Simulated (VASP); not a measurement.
# W4O: single point with PBE

W4O, a slab with vacuum:

```xyz
5
Lattice="3.1837 0.0000 0.0000 0.0000 3.1837 0.0000 0.0000 0.0000 20.1426" Properties=species:S:1:pos:R:3 pbc="T T T"
W     1.5918    1.5918    4.0000
W     0.0000    0.0000    5.5918
W     1.5918    1.5918    7.2502
W     0.0000    0.0000    8.6426
O     0.3980    0.7959   10.1550
```

```json
{"Program": "VASP 6.6.1", "Task": "single point", "Functional": "PBE", "Potentials or basis": "VASP PAW PBE potentials, release 64 (W_sv, O)", "Cutoff": "520 eV", "k mesh": "8 × 8 × 1", "Occupations": "gaussian, width 0.1 eV", "Spin": "no spin polarisation"}
```

```yaml
Largest_force: 2.874 eV/Å
Band_gap_on_the_k_mesh: zero (bands 31 and 32 overlap by 2.08 eV)
```

Forces on the atoms (eV/Å):
```
W    0.006 -0.105  2.011
W    0.038  0.184 -2.232
W   -0.261 -0.678 -2.780
W    0.315  0.555  2.548
O   -0.098  0.045  0.453
```

Levels at points of the mesh, in eV from the Fermi level:
```csv
k point,band 28,band 29,band 30,band 31,band 32,band 33,band 34,band 35
"(0.00, 0.00, 0.00)",-0.72,-0.62,-0.37,-0.21,0.14,0.21,0.80,1.35
"(0.50, 0.00, 0.00)",-1.39,-0.77,-0.31,0.09,0.57,0.79,1.12,2.37
"(0.00, 0.50, 0.00)",-1.62,-0.70,-0.25,0.00,0.51,0.81,1.17,2.31
"(0.50, 0.50, 0.00)",-1.80,-0.76,-0.40,1.98,2.08,2.13,2.71,2.80
```

It took 7.6 min on 1 thread of Intel(R) Xeon(R) Platinum 8124M CPU @ 3.00GHz (Skylake/Cascade Lake) (shared host), peak memory 0.4 GiB.

Caveat: spin-orbit coupling is left out, which moves the levels of the heavy elements.
